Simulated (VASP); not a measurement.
A run of VASP 6.6.1:

INCAR

```
SYSTEM = TePb
  ALGO = Normal
  EDIFF = 1E-6
  ENCUT = 520
  GGA = PE
  ISIF = 2
  ISMEAR = 0
  LASPH = .TRUE.
  LCHARG = .FALSE.
  LREAL = .FALSE.
  LWAVE = .FALSE.
  NBANDS = 17
  NELM = 100
  PREC = Accurate
  SIGMA = 0.01
```

File KPOINTS:

```
k-points
0
G
  4 4 4
  0 0 0
```

Contents of POSCAR:

```
TePb
1.0
    0.0000000000      3.2678555508      3.2678555508
    3.2678555508      0.0000000000      3.2678555508
    3.2678555508      3.2678555508      0.0000000000
Te Pb
1 1
Direct
    0.5000000000      0.5000000000      0.5000000000
    0.0000000000      0.0000000000      0.0000000000
```

Potentials or basis: VASP PAW PBE potentials, release 64 (Te, Pb_d).

The run is started by

```bash
$ cat potpaw_PBE.64/Te/POTCAR potpaw_PBE.64/Pb_d/POTCAR > POTCAR
$ mpirun -np 1 vasp_std > vasp.out
```

Hardware: 1 thread of Intel(R) Xeon(R) Platinum 8488C (Sapphire Rapids), with other jobs on the host.

Q: Estimate the wall time of this run.

A: Run time: 11 s on 1 thread of Intel(R) Xeon(R) Platinum 8488C (Sapphire Rapids), on a shared host, peak memory 0.2 GiB. Counts: scf iterations 12, k points 8.
